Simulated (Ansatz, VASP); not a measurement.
**AlN in VASP and in Ansatz**

INCAR

```
SYSTEM = AlN
PREC = Accurate
ENCUT = 520
EDIFF = 1E-8
ISMEAR = -1
SIGMA = 0.02
LREAL = .False.
LASPH = .True.
NELM = 60
ALGO = Normal
ISIF = 2
LWAVE = .False.
LCHARG = .False.
LEFG = .True.
NBANDS = 11
```

The input KPOINTS:

```
regular mesh
0
Gamma
  10 10 10
  0 0 0
```

The input POSCAR:

```
AlN
1.0
    0.0000000000      1.9444680984      1.9444680984
    1.9444680984      0.0000000000      1.9444680984
    1.9444680984      1.9444680984      0.0000000000
Al N
1 1
Direct
    0.0000000000      0.0000000000      0.0000000000
    0.5000000000      0.5000000000      0.5000000000
```

Input for Ansatz:

```yaml
crystal:
  lattice:
    - [0.0, 1.9444680984, 1.9444680984]
    - [1.9444680984, 0.0, 1.9444680984]
    - [1.9444680984, 1.9444680984, 0.0]
  atoms:
    - { symbol: Al, position: [0.0, 0.0, 0.0] }
    - { symbol: "N", position: [0.5, 0.5, 0.5] }
kpoints:
  mp_grid: { grid: [10, 10, 10] }
scf:
  occupations: { method: fermi_dirac, width: 0.02 }
hamiltonian:
  xc: lda
  pseudopotentials: { kind: paw }
output:
  forces: true
  stress: true
  eigenvalues: true
  efg: { contact_densities: true }
```

Change from the starting cell: volume scaled by 0.95, PAW files.

Alike in both runs: task electric field gradients; functional LDA; k mesh 10 × 10 × 10; occupations fermi-dirac, width 0.02 eV; no spin polarisation.

```csv
,VASP,Ansatz
version,VASP 6.6.1,Ansatz 0.2.0
potentials or method,"VASP PAW LDA potentials, release 64 (Al, N)","PAW with Ansatz's default frozen-core files, scalar-relativistic"
plane-wave cutoff (eV),520,420
valence electrons in the cell,8,8
```

|  | VASP | Ansatz | Ansatz less VASP |
| --- | --- | --- | --- |
| gap on the k mesh at the Fermi level (eV) | 4.96 | 4.96 | +0.004 |
| pressure (GPa) | 31.8 | 30.8 | -1.04 |

LDA's correlation is that of Perdew and Zunger in VASP and of Perdew and Wang (1992) in Ansatz. Both programs put the cell under a high pressure, so it lies far from rest at this level.
